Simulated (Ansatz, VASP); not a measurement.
# Two plane-wave programs on CdSe

```
Cd Se
1.0
     0.00000    3.10531    3.10531
     3.10531    0.00000    3.10531
     3.10531    3.10531    0.00000
Cd Se
1 1
Direct
  0.00000 0.00000 0.00000
  0.25000 0.25000 0.25000
```

Alike in both runs: task relaxation of cell and atoms; functional LDA; k mesh 12 × 12 × 12; occupations fermi-dirac, width 0.05 eV; no spin polarisation.

|  | VASP | Ansatz |
| --- | --- | --- |
| version | VASP 6.6.1 | Ansatz 0.2.0 |
| potentials or method | VASP PAW LDA potentials, release 64 (Cd, Se) | PAW with Ansatz's default frozen-core files, scalar-relativistic |
| plane-wave cutoff (eV) | 600 | 420 |
| valence electrons in the cell | 18 | 36 |

```csv
,VASP,Ansatz,Ansatz less VASP
relaxed volume (Å³/atom),27.31,27.12,-0.190
relaxed cell length with the largest relative difference (Å),4.259,4.249,-0.0099
```

LDA's correlation is that of Perdew and Zunger in VASP and of Perdew and Wang (1992) in Ansatz. VASP's potentials hold 18 valence electrons a cell and Ansatz's 36, so a difference there can come from the potentials and not from the codes.
